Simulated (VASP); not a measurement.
Write the native input for VASP 6.6.1 that does the following.

| Quantity | Value |
| --- | --- |
| Task | single point |
| Functional | PBE |
| Potentials or basis | VASP PAW PBE potentials, release 64 (Pt, Se) |
| Cutoff | 520 eV |
| k mesh | 9 × 9 × 6 |
| Occupations | fermi-dirac, width 0.05 eV |
| Spin | no spin polarisation |
| Dipole correction | no |
| Further INCAR settings | ALGO = Normal; EDIFF = 1e-07; NBANDS = 18 |

The structure of PtSe2 (Sudovikovite) lies in POSCAR:

```
PtSe2
1.0
    3.7240000000      0.0000000000      0.0000000000
   -1.8620000000      3.2250786000      0.0000000000
    0.0000000000      0.0000000000      5.0620000000
Pt Se
1 2
Direct
    0.0000000000      0.0000000000      0.0000000000
    0.3333333333      0.6666666667      0.2500000000
    0.6666666667      0.3333333333      0.7500000000
```

One way to write it, as run:

INCAR

```
SYSTEM = PtSe2
PREC     = Accurate       ! precision mode
ENCUT    = 520            ! plane-wave cutoff, eV
EDIFF    = 1E-7           ! SCF threshold, eV
ISMEAR   = -1             ! smearing method
SIGMA    = 0.05           ! smearing width, eV
LREAL    = .False.        ! projectors in reciprocal space
LASPH    = .True.         ! aspherical terms in the spheres
NELM     = 100            ! most SCF steps
ALGO     = Normal         ! electronic algorithm
ISIF     = 2              ! what is computed and relaxed
LWAVE    = .False.        ! write WAVECAR
LCHARG   = .False.        ! write CHGCAR
GGA      = PE             ! functional
NBANDS   = 18             ! bands
```

KPOINTS

```
regular mesh
0
Gamma
  9 9 6
  0 0 0
```

Potentials or basis: VASP PAW PBE potentials, release 64 (Pt, Se).

Launch:

```bash
$ cat potpaw_PBE.64/Pt/POTCAR potpaw_PBE.64/Se/POTCAR > POTCAR
$ mpirun -np 1 vasp_std > vasp.out
```

Results of the run:

```
Pressure               : 7.3 GPa
Largest force          : 0.581 eV/Å
Band gap on the k mesh : zero (band 11 reaches 6.94 eV, above the bottom of band 12 at 6.56 eV)
```

Caveat: spin-orbit coupling is left out, which moves the levels of the heavy elements.

Run time: 53 s on 1 thread of AMD EPYC 7R13 Processor (Zen 3), on a shared host, peak memory 0.19 GiB.
